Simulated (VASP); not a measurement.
A run of VASP 6.6.1 is set up as follows.

File INCAR:

```
SYSTEM = W
PREC     = Accurate       ! precision mode
ENCUT    = 520            ! plane-wave cutoff, eV
EDIFF    = 1E-6           ! SCF threshold, eV
ISMEAR   = 0              ! smearing method
SIGMA    = 0.1            ! smearing width, eV
LREAL    = .False.        ! projectors in reciprocal space
LASPH    = .True.         ! aspherical terms in the spheres
NELM     = 80             ! most SCF steps
ALGO     = Normal         ! electronic algorithm
ISIF     = 2              ! what is computed and relaxed
LWAVE    = .False.        ! write WAVECAR
LCHARG   = .False.        ! write CHGCAR
GGA      = CA             ! functional
NBANDS   = 13             ! bands
```

The input KPOINTS:

```
Automatic mesh
0
Gamma
  8 8 8
  0 0 0
```

The input POSCAR:

```
W
1.0
   -1.5689684582      1.5689684582      1.5689684582
    1.5689684582     -1.5689684582      1.5689684582
    1.5689684582      1.5689684582     -1.5689684582
W
1
Direct
    0.0000000000      0.0000000000      0.0000000000
```

Potentials or basis: VASP PAW LDA potentials, release 64 (W_sv).

Run with:

```bash
$ cat potpaw_LDA.64/W_sv/POTCAR > POTCAR
$ mpirun -np 1 vasp_std > vasp.out
```

(1) Estimate the band gap on the k mesh.

(2) Estimate the pressure.

Answers

(1) zero (band 7 reaches 17.03 eV, above the bottom of band 8 at 10.39 eV).

(2) 1.9 GPa.

Caveat: spin-orbit coupling is left out, which moves the levels of the heavy elements.
